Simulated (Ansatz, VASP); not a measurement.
## Ge3Pd in VASP and in Ansatz

POSCAR

```
Ge3Pd
1.0
    4.0574681928      0.0000000000      0.0000000000
    0.0000000000      4.0574681928      0.0000000000
    0.0000000000      0.0000000000      4.0574681928
Pd Ge
1 3
Direct
    0.0000000000      0.0000000000      0.0000000000
    0.5000000000      0.5000000000      0.0000000000
    0.5000000000      0.0000000000      0.5000000000
    0.0000000000      0.5000000000      0.5000000000
```

INCAR.step1

```
SYSTEM = Ge3Pd
PREC = Accurate
ENCUT = 520
ISMEAR = -1
SIGMA = 0.05
LREAL = .FALSE.
LASPH = .TRUE.
NELM = 60
NBANDS = 34
GGA = PE
ALGO = Normal
EDIFF = 1E-4
LWAVE = .TRUE.
LCHARG = .FALSE.
```

INCAR.step2

```
SYSTEM = Ge3Pd
PREC = Accurate
ENCUT = 520
EDIFF = 1E-6
ISMEAR = -1
SIGMA = 0.05
LREAL = .FALSE.
LASPH = .TRUE.
NELM = 60
ALGO = Normal
ISIF = 2
LWAVE = .FALSE.
LCHARG = .TRUE.
METAGGA = R2SCAN
LMIXTAU = .TRUE.
LELF = .TRUE.
LVHAR = .TRUE.
NBANDS = 34
ISTART = 1
```

Contents of KPOINTS:

```
Automatic mesh
0
G
  7 7 7
  0 0 0
```

Contents of input.yaml:

```yaml
crystal:
  lattice:
    - [4.0574681928, 0.0, 0.0]
    - [0.0, 4.0574681928, 0.0]
    - [0.0, 0.0, 4.0574681928]
  atoms:
    - { symbol: Pd, position: [0.0, 0.0, 0.0] }
    - { symbol: Ge, position: [0.5, 0.5, 0.0] }
    - { symbol: Ge, position: [0.5, 0.0, 0.5] }
    - { symbol: Ge, position: [0.0, 0.5, 0.5] }
hamiltonian:
  xc: r2scan
  pseudopotentials: { kind: paw }
kpoints:
  mp_grid: { grid: [7, 7, 7] }
scf:
  occupations: { method: fermi_dirac, width: 0.05 }
output:
  forces: true
  stress: true
  eigenvalues: true
```

Alike in both runs: task single point; functional r2SCAN; k mesh 7 × 7 × 7; occupations fermi-dirac, width 0.05 eV; no spin polarisation.

```csv
,VASP,Ansatz
version,VASP 6.6.1,Ansatz 0.2.0
potentials or method,"VASP PAW PBE potentials, release 64 (Pd, Ge_d)",Ansatz PAW
plane-wave cutoff (eV),520,500
valence electrons in the cell,52,60
```

```csv
,VASP,Ansatz,Ansatz less VASP
gap on the k mesh at the Fermi level (eV),none,none,-
pressure (GPa),3.2,3.3,+0.09
```

VASP's potentials were made for PBE, not for r2SCAN. A gap of «none» marks a metal or a gap that the smearing closes. With one functional, cell and mesh, what is left measures potentials, basis and numerics. VASP's potentials hold 52 valence electrons a cell and Ansatz's 60, so a difference there can come from the potentials and not from the codes.
